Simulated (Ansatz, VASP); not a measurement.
**Two plane-wave programs on InP**

```
In P
1.0
     0.00000    2.93050    2.93050
     2.93050    0.00000    2.93050
     2.93050    2.93050    0.00000
In P
1 1
Direct
  0.00000 0.00000 0.00000
  0.75000 0.75000 0.75000
```

Alike in both runs: functional LDA; k mesh 5 × 5 × 5; occupations fermi-dirac, width 0.05 eV; no spin polarisation.

|  | VASP | Ansatz |
| --- | --- | --- |
| version | VASP 6.6.1 | Ansatz 0.2.0 |
| potentials or method | VASP PAW LDA potentials, release 64 (In_d, P) | Ansatz PAW |
| plane-wave cutoff (eV) | 520 | 420 |
| valence electrons in the cell | 18 | 18 |
| task | single point | band structure |

Ansatz gave:

| Property | Result |
| --- | --- |
| gap on the k mesh at the Fermi level (eV) | 0.47 |
| least direct gap on the mesh (eV) | 0.47 |
| pressure (GPa) | -1.2 |

Task: What did VASP give for the same quantities?

Result: gap on the k mesh at the Fermi level (eV): 0.50; least direct gap on the mesh (eV): 0.50; pressure (GPa): -1.2.

LDA's correlation is that of Perdew and Zunger in VASP and of Perdew and Wang (1992) in Ansatz.
